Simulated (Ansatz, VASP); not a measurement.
## One calculation of BaTiO3, two programs

File POSCAR:

```
BaTiO3
1.0
    3.9940965200      0.0000000000      0.0000000000
    0.0000000000      3.9940965200      0.0000000000
    0.0000000000      0.0000000000      3.9940965200
Ba Ti O
1 1 3
Direct
    0.0000000000      0.0000000000      0.0000000000
    0.5000000000      0.5000000000      0.5000000000
    0.5000000000      0.5000000000      0.0000000000
    0.5000000000      0.0000000000      0.5000000000
    0.0000000000      0.5000000000      0.5000000000
```

Contents of INCAR.step1:

```
PREC = Accurate
ENCUT = 520
EDIFF = 1E-5
ISMEAR = 0
SIGMA = 0.01
LREAL = F
LASPH = T
NELM = 100
ALGO = Normal
ISIF = 2
LWAVE = T
LCHARG = F
GGA = PE
NBANDS = 28
```

File INCAR.step2:

```
PREC = Accurate
ENCUT = 520
EDIFF = 1E-6
ISMEAR = 0
SIGMA = 0.01
LREAL = F
LASPH = T
NELM = 100
ALGO = Normal
ISIF = 2
LWAVE = F
LCHARG = F
GGA = PE
LHFCALC = T
HFSCREEN = 0.2079
PRECFOCK = Fast
ISTART = 1
NBANDS = 28
```

The input KPOINTS:

```
regular mesh
0
Gamma
  4 4 4
```

Input for Ansatz:

```yaml
crystal:
  lattice:
    - [3.99409652, 0.0, 0.0]
    - [0.0, 3.99409652, 0.0]
    - [0.0, 0.0, 3.99409652]
  atoms:
    - { symbol: Ba, position: [0.0, 0.0, 0.0] }
    - { symbol: Ti, position: [0.5, 0.5, 0.5] }
    - { symbol: O, position: [0.5, 0.5, 0.0] }
    - { symbol: O, position: [0.5, 0.0, 0.5] }
    - { symbol: O, position: [0.0, 0.5, 0.5] }
kpoints:
  mp_grid: { grid: [4, 4, 4] }
  band_path:
    path: [[0.0, 0.0, 0.0], [0.0, 0.5, 0.0], [0.5, 0.5, 0.0], [0.5, 0.5, 0.5]]
    npoints: 1
hamiltonian:
  xc: hse06
scf:
  occupations: { method: fixed }
  n_extra_bands: 5
output:
  forces: true
  stress: true
  eigenvalues: true
```

Alike in both runs: task single point; functional HSE06; k mesh 4 × 4 × 4; no spin polarisation.

|  | VASP | Ansatz |
| --- | --- | --- |
| version | VASP 6.6.1 | Ansatz 0.2.0 |
| potentials or method | VASP PAW PBE potentials, release 64 (Ba_sv, Ti_sv, O) | plane waves, PAW |
| plane-wave cutoff (eV) | 520 | 420 |
| occupations | gaussian, width 0.01 eV | fixed |
| valence electrons in the cell | 40 | 40 |

Ansatz gave:

| Item | Value |
| --- | --- |
| gap on the k mesh at the Fermi level (eV) | 3.21 |
| pressure (GPa) | -2.3 |

Problem. What did VASP give for the same quantities?

Solution. gap on the k mesh at the Fermi level (eV): 3.14; pressure (GPa): -0.6.

Ansatz's warnings: stress exchange threshold loose, stress scf threshold loose.

Neither program's run includes spin-orbit coupling.
